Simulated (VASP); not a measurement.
# TiB2 (P6/mmm) in VASP: a series of runs

TiB2 is run at these levels: PBEsol; tasks: single point.

Everything below comes from runs of VASP 6.6.1. Logs are shortened: lines on timing, memory, paths and dates and some standing lists are left out, and cuts for length are marked.

### 1 The cell of the first run

It takes space group P6/mmm (No. 191, hexagonal). Conventional cell: a = 2.958 Å, b = 2.958 Å, c = 3.102 Å, α = 90.00°, β = 90.00°, γ = 120.00°. Within 3.0 Å of Ti (site symmetry 6/mmm) lie 12 B at 2.31 Å and 6 Ti at 2.96 Å. B (site symmetry -6m2) has 3 B at 1.71 Å within 2.3 Å.

### 2 Single point, PBEsol

Contents of INCAR:

```
SYSTEM = TiB2
  ALGO = Normal
  EDIFF = 1E-6
  ENCUT = 520
  GGA = PS
  ISIF = 2
  ISMEAR = -1
  LASPH = .True.
  LCHARG = .True.
  LELF = .True.
  LREAL = .False.
  LVHAR = .True.
  LWAVE = .False.
  NBANDS = 16
  NELM = 100
  PREC = Accurate
  SIGMA = 0.05
```

Contents of KPOINTS:

```
k-points
0
Gamma
  10 10 8
  0 0 0
```

Contents of POSCAR:

```
TiB2
1.0
    2.9581227425      0.0000000000      0.0000000000
   -1.4790613713      2.5618094426      0.0000000000
    0.0000000000      0.0000000000      3.1017393886
Ti B
1 2
Direct
    0.0000000000      0.0000000000      0.0000000000
    0.6666666667      0.3333333333      0.5000000000
    0.3333333333      0.6666666667      0.5000000000
```

Potentials or basis: VASP PAW PBE potentials, release 64 (Ti_sv, B).

Started as:

```console
$ cat potpaw_PBE.64/Ti_sv/POTCAR potpaw_PBE.64/B/POTCAR > POTCAR
$ mpirun -np 1 vasp_std > vasp.out
```

OUTCAR:

```text
SYSTEM = TiB2
   EDIFF = 1E-6
   ENCUT = 520
   GGA = PS
   ISIF = 2
   ISMEAR = -1
   LASPH = .True.
   LREAL = .False.
   NELM = 100
   PREC = Accurate

 ion  position               nearest neighbor table
   1  0.000  0.000  0.000-   2 2.31   3 2.31   2 2.31   3 2.31   2 2.31   2 2.31   3 2.31   3 2.31
                             2 2.31   2 2.31   3 2.31   3 2.31
   2  0.667  0.333  0.500-   3 1.71   3 1.71   3 1.71   1 2.31   1 2.31   1 2.31   1 2.31   1 2.31
                             1 2.31
   3  0.333  0.667  0.500-   2 1.71   2 1.71   2 1.71   1 2.31   1 2.31   1 2.31   1 2.31   1 2.31
                             1 2.31

  LATTYP: Found a hexagonal cell.
 ALAT       =     2.9581227425
 C/A-ratio  =     1.0485499280

  Lattice vectors:

 A1 = (   2.9581227425,   0.0000000000,   0.0000000000)
 A2 = (  -1.4790613713,   2.5618094426,   0.0000000000)
 A3 = (   0.0000000000,   0.0000000000,   3.1017393886)

Analysis of symmetry for initial positions (statically):
=====================================================================
 Subroutine PRICEL returns:
 Original cell was already a primitive cell.

 Routine SETGRP: Setting up the symmetry group for a
 hexagonal supercell.

 Subroutine GETGRP returns: Found 24 space group operations
 (whereof 24 operations were pure point group operations)
 out of a pool of 24 trial point group operations.

The static configuration has the point symmetry D_6h.

Analysis of symmetry for dynamics (positions and initial velocities):
=====================================================================
 Subroutine PRICEL returns:
 Original cell was already a primitive cell.

 Routine SETGRP: Setting up the symmetry group for a
 hexagonal supercell.

 Subroutine GETGRP returns: Found 24 space group operations
 (whereof 24 operations were pure point group operations)
 out of a pool of 24 trial point group operations.

The dynamic configuration has the point symmetry D_6h.

 Subroutine INISYM returns: Found 24 space group operations
 (whereof 24 operations are pure point group operations),
 and found     1 'primitive' translations

----------------------------------------------------------------------------------------

                                     Primitive cell

  volume of cell :      23.5054

  direct lattice vectors                    reciprocal lattice vectors
     2.958122743  0.000000000  0.000000000     0.338052233  0.195174548  0.000000000
    -1.479061371  2.561809443  0.000000000     0.000000000  0.390349096  0.000000000
     0.000000000  0.000000000  3.101739389     0.000000000  0.000000000  0.322399749

  length of vectors
     2.958122743  2.958122743  3.101739389     0.390349096  0.390349096  0.322399749

  position of ions in fractional coordinates (direct lattice)
     0.000000000  0.000000000  0.000000000
     0.666666667  0.333333333  0.500000000
     0.333333333  0.666666667  0.500000000

  ion indices of the primitive-cell ions
   primitive index   ion index
                 1           1
                 2           2
                 3           3

----------------------------------------------------------------------------------------

 KPOINTS: k-points

Automatic generation of k-mesh.
 Grid dimensions read from file:
 generate k-points for:   10   10    8

 Generating k-lattice:

  Cartesian coordinates                     Fractional coordinates (reciprocal lattice)
     0.033805223  0.019517455  0.000000000     0.100000000  0.000000000  0.000000000
     0.000000000  0.039034910  0.000000000     0.000000000  0.100000000  0.000000000
     0.000000000  0.000000000  0.040299969     0.000000000  0.000000000  0.125000000

  Length of vectors
     0.039034910  0.039034910  0.040299969

  Shift w.r.t. Gamma in fractional coordinates (k-lattice)
     0.000000000  0.000000000  0.000000000

 Subroutine IBZKPT returns following result:
 ===========================================

 Found     70 irreducible k-points:

 Following reciprocal coordinates:
            Coordinates               Weight
  0.000000  0.000000  0.000000      1.000000
  0.100000  0.000000  0.000000      6.000000
  0.200000  0.000000  0.000000      6.000000
  0.300000 -0.000000  0.000000      6.000000
  0.400000 -0.000000  0.000000      6.000000
  0.500000  0.000000  0.000000      3.000000
[... 16 lines left out ...]
  0.300000  0.100000  0.125000     24.000000
  0.400000  0.100000  0.125000     24.000000
 [... further k-points ...]
   k-points           NKPTS =     70   k-points in BZ     NKDIM =     70   number of bands    NBANDS=     16
   number of dos      NEDOS =    301   number of ions     NIONS =      3
   total plane-waves  NPLWV =  13824
   dimension x,y,z NGX =    24 NGY =   24 NGZ =   24
   dimension x,y,z NGXF=    48 NGYF=   48 NGZF=   48
   ions per type =               1   2
   NGX,Y,Z   is equivalent  to a cutoff of  13.49, 13.49, 12.86 a.u.
   NGXF,Y,Z  is equivalent  to a cutoff of  26.98, 26.98, 25.73 a.u.
 SYSTEM =  TiB2
   PREC   = accura    normal or accurate (medium, high low for compatibility)
   ISTART =      0    job   : 0-new  1-cont  2-samecut
   ICHARG =      2    charge: 1-file 2-atom 10-const
   ISPIN  =      1    spin polarized calculation?
   LNONCOLLINEAR =      F non collinear calculations
   LSORBIT =      F    spin-orbit coupling
   LASPH  =      T    aspherical Exc in radial PAW
   ENCUT  =  520.0 eV  38.22 Ry    6.18 a.u.   5.50  5.50  5.77*2*pi/ulx,y,z
   NELM   =    100;   NELMIN=  2; NELMDL= -5     # of ELM steps
   EDIFF  = 0.1E-05   stopping-criterion for ELM
   LREAL  =      F    real-space projection
   EDIFFG = 0.1E-04   stopping-criterion for IOM
   NSW    =      0    number of steps for IOM
   IBRION =     -1    ionic relax: 0-MD 1-quasi-New 2-CG
   NFREE  =      0    steps in history (QN), initial steepest desc. (CG)
   ISIF   =      2    stress and relaxation
   ISYM   =      2    0-nonsym 1-usesym 2-fastsym
   POTIM  = 0.5000    time-step for ionic-motion
   TEBEG  =    0.0;   TEEND  =   0.0 temperature during run
   PSTRESS=    0.0 pullay stress
   NELECT =      18.0000    total number of electrons
   NUPDOWN=      -1.0000    fix difference up-down
   EMIN   =  10.00;   EMAX   =-10.00  energy-range for DOS
   EFERMI =   0.00;   METHOD = LEGACY
   ISMEAR =    -1;   SIGMA  =   0.05  broadening in eV -4-tet -1-fermi 0-gaus
   EFERMI_NEDOS =   21; number of points for ismear=-14 and -15
   IALGO  =     38    algorithm
   IMIX   =      4    mixing-type and parameters
     AMIX     =   0.40;   BMIX     =  1.00
     AMIX_MAG =   1.60;   BMIX_MAG =  1.00
  volume/ion in A,a.u.               =       7.84        52.87
  Fermi-wavevector in a.u.,A,eV,Ry     =   1.497762  2.830360 30.521839  2.243292
  Thomas-Fermi vector in A             =   2.609608
   LORBIT       =      0    0 simple, 1 ext, 2 COOP (PROOUT), +10 PAW based schemes
   GGA     = PS    functional components
   LHFCALC =     F    Hartree Fock is set to
   AEXX    =    0.0000 exact exchange contribution
   IVDW    =     0    specifies the selected vdW correction
   LEPSILON=     F    determine dielectric tensor
   LRPA    =     F    only Hartree local field effects (RPA)
 non-spin polarized calculation
  energy-cutoff  :      520.00
  volume of cell :       23.51
 maximum number of plane-waves:       654
 NGX is ok and might be reduce to    24
   NGX = 11   NGY = 11   NGZ = 11

 number of electron      18.0000004 magnetization

 Free energy of the ion-electron system (eV)
  ---------------------------------------------------
  ext. energy  EPLUGINS =         0.00000000
  ---------------------------------------------------
  free energy    TOTEN  =       -25.68562698 eV

  energy without entropy =      -25.67858562  energy(sigma->0) =      -25.68210630

 E-fermi :  10.7990     XC(G=0): -13.3027

 val. band max:       10.7884944825   @ k =   0.3000   0.2000   0.0000
 cond. band min:      10.8191268599   @ k =   0.0000   0.0000   0.3750
 fundamental gap:      0.0306323774
 Fermi energy:        10.7989736822

 k-point     1 :       0.0000    0.0000    0.0000
  band No.  band energies     occupation
      1     -45.5733      2.00000
      2     -22.0335      2.00000
      3     -21.6865      2.00000
      4     -21.6865      2.00000
      5      -3.0256      2.00000
      6       7.9885      2.00000
[... 8 lines left out ...]
     15      16.9317      0.00000
     16      18.3575      0.00000

 k-point     2 :       0.1000    0.0000    0.0000
  band No.  band energies     occupation
      1     -45.5659      2.00000
      2     -22.0245      2.00000
      3     -21.7402      2.00000
      4     -21.6985      2.00000
      5      -2.8207      2.00000
      6       7.4518      2.00000
[... 8 lines left out ...]
     15      18.1646      0.00000
     16      18.9853      0.00000

 k-point     3 :       0.2000    0.0000    0.0000
  band No.  band energies     occupation
      1     -45.5467      2.00000
      2     -22.0009      2.00000
      3     -21.8788      2.00000
      4     -21.7298      2.00000
      5      -2.2272      2.00000
      6       6.1489      2.00000
[... 8 lines left out ...]
     15      19.3310      0.00000
     16      20.4199      0.00000

 k-point     4 :       0.3000   -0.0000    0.0000
  band No.  band energies     occupation
      1     -45.5228      2.00000
      2     -22.0463      2.00000
      3     -21.9716      2.00000
      4     -21.7682      2.00000
      5      -1.2980      2.00000
      6       4.5514      2.00000
[... 8 lines left out ...]
     15      19.1444      0.00000
     16      20.9409      0.00000
[... 324 lines left out ...]
 k-point    22 :       0.2000    0.1000    0.1250
  band No.  band energies     occupation
      1     -45.5274      2.00000
      2     -22.0265      2.00000
      3     -21.9687      2.00000
      4     -21.7639      2.00000
      5      -1.4755      2.00000
      6       5.3817      2.00000
[... 8 lines left out ...]
     15      19.7760      0.00000
     16      21.0263      0.00000

 k-point    23 :       0.3000    0.1000    0.1250
  band No.  band energies     occupation
      1     -45.5057      2.00000
      2     -22.1091      2.00000
      3     -21.9970      2.00000
      4     -21.8081      2.00000
      5      -0.4531      2.00000
      6       3.8051      2.00000
[... 8 lines left out ...]
     15      20.1459      0.00000
     16      21.5512      0.00000

 k-point    24 :       0.4000    0.1000    0.1250
  band No.  band energies     occupation
      1     -45.4923      2.00000
      2     -22.1933      2.00000
      3     -21.9797      2.00000
      4     -21.8353      2.00000
      5       0.8045      2.00000
      6       2.2446      2.00000
[... 8 lines left out ...]
     15      20.4997      0.00000
     16      21.2645      0.00000

 [... further k-points ...]
[... 5 lines left out ...]
  --------------------------------------------------------------------------------------
  -------------------------------------------------------------------------------------
  Total        3.0095389      3.0095389      2.9802307     -0.0000000      0.0000000     -0.0000000
  in kB      205.1361594    205.1361594    203.1384587     -0.0000000      0.0000000     -0.0000000
  external PRESSURE =     204.4702592 kB  Pullay stress =       0.0000000 kB

 VOLUME and BASIS-vectors are now :
 -----------------------------------------------------------------------------
  energy-cutoff  :      520.00
  volume of cell :       23.51
      direct lattice vectors                 reciprocal lattice vectors
     2.958122743  0.000000000  0.000000000     0.338052233  0.195174548  0.000000000
    -1.479061371  2.561809443  0.000000000     0.000000000  0.390349096  0.000000000
     0.000000000  0.000000000  3.101739389     0.000000000  0.000000000  0.322399749

 POSITION                                       TOTAL-FORCE (eV/Angst)
 -----------------------------------------------------------------------------------
      0.00000      0.00000      0.00000         0.000000      0.000000      0.000000
      1.47906      0.85394      1.55087         0.000000     -0.000000      0.000000
     -0.00000      1.70787      1.55087        -0.000000      0.000000     -0.000000
 -----------------------------------------------------------------------------------
    total drift:                               -0.000000      0.000000      0.000000

  FREE ENERGIE OF THE ION-ELECTRON SYSTEM (eV)
  ---------------------------------------------------
  free  energy   TOTEN  =       -25.6856269781 eV

  energy  without entropy=      -25.6785856168  energy(sigma->0) =      -25.68210630
```

Wall time 18 s (1 thread of Intel Xeon Platinum 8488C (Sapphire Rapids), shared host); peak memory 0.15 GiB.

What came out:

```yaml
Free_energy: -25.6856 eV
Pressure: 20.4 GPa
Band_gap_on_the_k_mesh: zero (band 9 reaches 11.47 eV, above the bottom of band 10 at 10.58 eV)
```

Caveat: the PAW data sets were made with another functional, which shifts forces and pressure a little.

(Part 1 of 2 ends here.)
